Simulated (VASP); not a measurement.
# ZrSi7 (Fm-3m) in VASP: relaxation of cell and atoms with PBE

Aim: the relaxation of cell and atoms of ZrSi7 with PBE.

Program: VASP 6.6.1. These are calculated values, not measurements. Logs are shortened: lines on timing, memory, paths and dates and some standing lists are left out, and cuts for length are marked.

## 1. The cell of the first run

It takes space group Fm-3m (No. 225, cubic). Conventional cell: a = 7.896 Å, b = 7.896 Å, c = 7.896 Å, α = 90.00°, β = 90.00°, γ = 90.00°. Within 3.7 Å of Zr (site symmetry m-3m) lie 12 Si at 2.79 Å. Within 3.7 Å of Si (site symmetry mmm) lie 2 Zr at 2.79 Å and 10 Si at 2.79 Å. Within 3.7 Å of Si (site symmetry m-3m) lie 12 Si at 2.79 Å.

## 2. Relaxation of cell and atoms, PBE

Input file INCAR:

```
SYSTEM = ZrSi7
ALGO = Normal ; EDIFF = 1E-7
EDIFFG = -0.01 ; ENCUT = 600
GGA = PE ; IBRION = 2
ISIF = 3 ; ISMEAR = 0
LASPH = .True. ; LCHARG = .False.
LREAL = .False. ; LWAVE = .False.
NELM = 60 ; NSW = 100
PREC = Accurate ; SIGMA = 0.1
```

Input file KPOINTS:

```
k-points
0
Gamma
  8 8 8
  0 0 0
```

Input file POSCAR:

```
ZrSi7
1.0
    0.0000000000      3.9478953068      3.9478953068
    3.9478953068      0.0000000000      3.9478953068
    3.9478953068      3.9478953068      0.0000000000
Zr Si
1 7
Direct
    0.0000000000      0.0000000000      0.0000000000
    0.0000000000      0.5000000000      0.5000000000
    0.5000000000      0.0000000000      0.5000000000
    0.5000000000      0.5000000000      0.5000000000
    0.0000000000      0.0000000000      0.5000000000
    0.5000000000      0.0000000000      0.0000000000
    0.0000000000      0.5000000000      0.0000000000
    0.5000000000      0.5000000000      0.0000000000
```

Potentials or basis: VASP PAW PBE potentials, release 64 (Zr_sv, Si).

Started as:

```
$ cat potpaw_PBE.64/Zr_sv/POTCAR potpaw_PBE.64/Si/POTCAR > POTCAR
$ mpirun -np 1 vasp_std > vasp.out
```

OUTCAR:

```text
SYSTEM = ZrSi7
   EDIFF = 1E-7
   EDIFFG = -0.01
   ENCUT = 600
   GGA = PE
   IBRION = 2
   ISIF = 3
   ISMEAR = 0
   LASPH = .True.
   LREAL = .False.
   NELM = 60
   NSW = 100
   PREC = Accurate

 ion  position               nearest neighbor table
   1  0.000  0.000  0.000-   5 2.79   6 2.79   7 2.79   2 2.79   3 2.79   5 2.79   2 2.79   7 2.79
                             8 2.79   3 2.79   6 2.79   8 2.79
   2  0.000  0.500  0.500-   4 2.79   5 2.79   7 2.79   1 2.79   7 2.79   8 2.79   1 2.79   3 2.79
                             5 2.79   3 2.79   4 2.79   8 2.79
   3  0.500  0.000  0.500-   4 2.79   5 2.79   6 2.79   1 2.79   6 2.79   8 2.79   2 2.79   4 2.79
                             8 2.79   1 2.79   2 2.79   5 2.79
   4  0.500  0.500  0.500-   2 2.79   3 2.79   8 2.79   6 2.79   7 2.79   8 2.79   3 2.79   5 2.79
                             6 2.79   2 2.79   5 2.79   7 2.79
   5  0.000  0.000  0.500-   1 2.79   2 2.79   3 2.79   1 2.79   6 2.79   7 2.79   2 2.79   4 2.79
                             7 2.79   3 2.79   4 2.79   6 2.79
   6  0.500  0.000  0.000-   1 2.79   3 2.79   8 2.79   3 2.79   4 2.79   5 2.79   4 2.79   7 2.79
                             8 2.79   1 2.79   5 2.79   7 2.79
   7  0.000  0.500  0.000-   1 2.79   2 2.79   8 2.79   2 2.79   4 2.79   5 2.79   1 2.79   5 2.79
                             6 2.79   4 2.79   6 2.79   8 2.79
   8  0.500  0.500  0.000-   4 2.79   6 2.79   7 2.79   2 2.79   3 2.79   4 2.79   1 2.79   3 2.79
                             6 2.79   1 2.79   2 2.79   7 2.79

  LATTYP: Found a face centered cubic cell.
 ALAT       =     7.8957906136

  Lattice vectors:

 A1 = (   0.0000000000,   3.9478953068,   3.9478953068)
 A2 = (   3.9478953068,   0.0000000000,   3.9478953068)
 A3 = (   3.9478953068,   3.9478953068,   0.0000000000)

Analysis of symmetry for initial positions (statically):
=====================================================================
 Subroutine PRICEL returns:
 Original cell was already a primitive cell.

 Routine SETGRP: Setting up the symmetry group for a
 face centered cubic supercell.

 Subroutine GETGRP returns: Found 48 space group operations
 (whereof 48 operations were pure point group operations)
 out of a pool of 48 trial point group operations.

The static configuration has the point symmetry O_h .

Analysis of symmetry for dynamics (positions and initial velocities):
=====================================================================
 Subroutine PRICEL returns:
 Original cell was already a primitive cell.

 Routine SETGRP: Setting up the symmetry group for a
 face centered cubic supercell.

 Subroutine GETGRP returns: Found 48 space group operations
 (whereof 48 operations were pure point group operations)
 out of a pool of 48 trial point group operations.

The dynamic configuration has the point symmetry O_h .

 Subroutine INISYM returns: Found 48 space group operations
 (whereof 48 operations are pure point group operations),
 and found     1 'primitive' translations

----------------------------------------------------------------------------------------

                                     Primitive cell

  volume of cell :     123.0628

  direct lattice vectors                    reciprocal lattice vectors
     0.000000000  3.947895307  3.947895307    -0.126649762  0.126649762  0.126649762
     3.947895307  0.000000000  3.947895307     0.126649762 -0.126649762  0.126649762
     3.947895307  3.947895307  0.000000000     0.126649762  0.126649762 -0.126649762

  length of vectors
     5.583167086  5.583167086  5.583167086     0.219363822  0.219363822  0.219363822

  position of ions in fractional coordinates (direct lattice)
     0.000000000  0.000000000  0.000000000
     0.000000000  0.500000000  0.500000000
     0.500000000  0.000000000  0.500000000
     0.500000000  0.500000000  0.500000000
     0.000000000  0.000000000  0.500000000
     0.500000000  0.000000000  0.000000000
     0.000000000  0.500000000  0.000000000
     0.500000000  0.500000000  0.000000000

  ion indices of the primitive-cell ions
   primitive index   ion index
                 1           1
                 2           2
                 3           3
                 4           4
                 5           5
                 6           6
                 7           7
                 8           8

----------------------------------------------------------------------------------------

 KPOINTS: k-points

Automatic generation of k-mesh.
 Grid dimensions read from file:
 generate k-points for:    8    8    8

 Generating k-lattice:

  Cartesian coordinates                     Fractional coordinates (reciprocal lattice)
    -0.015831220  0.015831220  0.015831220     0.125000000  0.000000000  0.000000000
     0.015831220 -0.015831220  0.015831220     0.000000000  0.125000000  0.000000000
     0.015831220  0.015831220 -0.015831220     0.000000000  0.000000000  0.125000000

  Length of vectors
     0.027420478  0.027420478  0.027420478

  Shift w.r.t. Gamma in fractional coordinates (k-lattice)
     0.000000000  0.000000000  0.000000000

 Subroutine IBZKPT returns following result:
 ===========================================

 Found     29 irreducible k-points:

 Following reciprocal coordinates:
            Coordinates               Weight
  0.000000  0.000000  0.000000      1.000000
  0.125000  0.000000  0.000000      8.000000
  0.250000  0.000000  0.000000      8.000000
  0.375000  0.000000  0.000000      8.000000
  0.500000  0.000000  0.000000      4.000000
  0.125000  0.125000  0.000000      6.000000
[... 16 lines left out ...]
  0.500000  0.250000  0.125000     48.000000
 -0.375000  0.250000  0.125000     24.000000
 [... further k-points ...]
   k-points           NKPTS =     29   k-points in BZ     NKDIM =     29   number of bands    NBANDS=     25
   number of dos      NEDOS =    301   number of ions     NIONS =      8
   total plane-waves  NPLWV = 110592
   dimension x,y,z NGX =    48 NGY =   48 NGZ =   48
   dimension x,y,z NGXF=    96 NGYF=   96 NGZF=   96
   ions per type =               1   7
   NGX,Y,Z   is equivalent  to a cutoff of  14.29, 14.29, 14.29 a.u.
   NGXF,Y,Z  is equivalent  to a cutoff of  28.59, 28.59, 28.59 a.u.
 SYSTEM =  ZrSi7
   PREC   = accura    normal or accurate (medium, high low for compatibility)
   ISTART =      0    job   : 0-new  1-cont  2-samecut
   ICHARG =      2    charge: 1-file 2-atom 10-const
   ISPIN  =      1    spin polarized calculation?
   LNONCOLLINEAR =      F non collinear calculations
   LSORBIT =      F    spin-orbit coupling
   LASPH  =      T    aspherical Exc in radial PAW
   ENCUT  =  600.0 eV  44.10 Ry    6.64 a.u.  11.15 11.15 11.15*2*pi/ulx,y,z
   NELM   =     60;   NELMIN=  2; NELMDL= -5     # of ELM steps
   EDIFF  = 0.1E-06   stopping-criterion for ELM
   LREAL  =      F    real-space projection
   EDIFFG = -.1E-01   stopping-criterion for IOM
   NSW    =    100    number of steps for IOM
   IBRION =      2    ionic relax: 0-MD 1-quasi-New 2-CG
   NFREE  =      1    steps in history (QN), initial steepest desc. (CG)
   ISIF   =      3    stress and relaxation
   ISYM   =      2    0-nonsym 1-usesym 2-fastsym
   POTIM  = 0.5000    time-step for ionic-motion
   TEBEG  =    0.0;   TEEND  =   0.0 temperature during run
   PSTRESS=    0.0 pullay stress
   NELECT =      40.0000    total number of electrons
   NUPDOWN=      -1.0000    fix difference up-down
   EMIN   =  10.00;   EMAX   =-10.00  energy-range for DOS
   EFERMI =   0.00;   METHOD = LEGACY
   ISMEAR =     0;   SIGMA  =   0.10  broadening in eV -4-tet -1-fermi 0-gaus
   EFERMI_NEDOS =   21; number of points for ismear=-14 and -15
   IALGO  =     38    algorithm
   IMIX   =      4    mixing-type and parameters
     AMIX     =   0.40;   BMIX     =  1.00
     AMIX_MAG =   1.60;   BMIX_MAG =  1.00
  volume/ion in A,a.u.               =      15.38       103.81
  Fermi-wavevector in a.u.,A,eV,Ry     =   1.125605  2.127084 17.238388  1.266986
  Thomas-Fermi vector in A             =   2.262282
   LORBIT       =      0    0 simple, 1 ext, 2 COOP (PROOUT), +10 PAW based schemes
   GGA     = PE    functional components
   LHFCALC =     F    Hartree Fock is set to
   AEXX    =    0.0000 exact exchange contribution
   IVDW    =     0    specifies the selected vdW correction
   LEPSILON=     F    determine dielectric tensor
   LRPA    =     F    only Hartree local field effects (RPA)
 conjugate gradient relaxation of ions
 non-spin polarized calculation
 Gauss-broadening in eV      SIGMA  =   0.10
  energy-cutoff  :      600.00
  volume of cell :      123.06
 maximum number of plane-waves:      4128
 NGX is ok and might be reduce to    48
   NGX = 23   NGY = 23   NGZ = 23

--------------------------------------- Ionic step        1  -------------------------------------------

 number of electron      40.0000001 magnetization

 Free energy of the ion-electron system (eV)
  ---------------------------------------------------
  ext. energy  EPLUGINS =         0.00000000
  ---------------------------------------------------
  free energy    TOTEN  =       -45.07178173 eV

  energy without entropy =      -45.05566206  energy(sigma->0) =      -45.06372189

------------------------ aborting loop because EDIFF is reached ----------------------------------------

  FORCE on cell =-STRESS in cart. coord.  units (eV):
  Direction    XX          YY          ZZ          XY          YZ          ZX
  --------------------------------------------------------------------------------------
  -------------------------------------------------------------------------------------
  Total       -0.2600905     -0.2600905     -0.2600905      0.0000000     -0.0000000      0.0000000
  in kB       -3.3861650     -3.3861650     -3.3861650      0.0000000     -0.0000000      0.0000000
  external PRESSURE =      -3.3861650 kB  Pullay stress =       0.0000000 kB
[... 69 lines left out ...]
  energy  without entropy=      -45.0561225052  energy(sigma->0) =      -45.06414101

--------------------------------------- Ionic step        3  -------------------------------------------

 number of electron      40.0000001 magnetization

 Free energy of the ion-electron system (eV)
  ---------------------------------------------------
  ext. energy  EPLUGINS =         0.00000000
  ---------------------------------------------------
  free energy    TOTEN  =       -45.07222676 eV

  energy without entropy =      -45.05616636  energy(sigma->0) =      -45.06419656

 E-fermi :  10.0705     XC(G=0): -11.2423

 val. band max:       10.0430138225   @ k =   0.2500   0.2500   0.0000
 cond. band min:      10.0740302645   @ k =  -0.2500   0.3750   0.1250
 fundamental gap:      0.0310164420
 Fermi energy:        10.0704760018

 k-point     1 :       0.0000    0.0000    0.0000
  band No.  band energies     occupation
      1     -38.5596      2.00000
      2     -16.7441      2.00000
      3     -16.7441      2.00000
      4     -16.7441      2.00000
      5      -3.4086      2.00000
      6       2.2577      2.00000
[... 661 lines left out ...]
     24      11.5070      0.00000
     25      11.7444      0.00000

 [... further k-points ...]
[... 5 lines left out ...]
  --------------------------------------------------------------------------------------
  -------------------------------------------------------------------------------------
  Total        0.0024273      0.0024273      0.0024273      0.0000000     -0.0000000     -0.0000000
  in kB        0.0317095      0.0317095      0.0317095      0.0000000     -0.0000000     -0.0000000
  external PRESSURE =       0.0317095 kB  Pullay stress =       0.0000000 kB
[... 23 lines left out ...]
  FREE ENERGIE OF THE ION-ELECTRON SYSTEM (eV)
  ---------------------------------------------------
  free  energy   TOTEN  =       -45.0722267643 eV

  energy  without entropy=      -45.0561663551  energy(sigma->0) =      -45.06419656

 reached required accuracy - stopping structural energy minimisation
```

Run time: 5.6 min. Hardware: 1 thread of Intel Xeon Platinum 8488C (Sapphire Rapids), shared host; peak memory 0.39 GiB.

What came out:

* Free energy: -45.0722 eV
* Relaxed volume: 15.33 Å³/atom
* Relaxed cell: a = 5.577 Å, b = 5.577 Å, c = 5.577 Å, α = 60.00°, β = 60.00°, γ = 60.00°
* Space group after relaxing (to 0.1 Å): Fm-3m (No. 225)
* Energy gained by relaxing: 0.1 meV/atom
* Ionic steps: 3
* Pressure after relaxing: 0.0 GPa
* Band gap on the k mesh: zero (bands 20 and 21 overlap by 2.27 eV)

The path:
| step | energy change (eV) | largest force (eV/Å) | pressure (GPa) | volume (Å³) |
| --- | --- | --- | --- | --- |
| 1 | 0.0000 | 0.0000 | -0.34 | 123.06 |
| 2 | -0.0004 | 0.0000 | 0.14 | 122.48 |
| 3 | -0.0004 | 0.0000 | 0.00 | 122.65 |

Final structure:
```
Zr Si
1.0
     0.00000    3.94343    3.94343
     3.94343    0.00000    3.94343
     3.94343    3.94343    0.00000
Zr Si
1 7
Direct
  0.00000 0.00000 0.00000
  0.00000 0.50000 0.50000
  0.50000 0.00000 0.50000
  0.50000 0.50000 0.50000
  0.00000 0.00000 0.50000
  0.50000 0.00000 0.00000
  0.00000 0.50000 0.00000
  0.50000 0.50000 0.00000
```
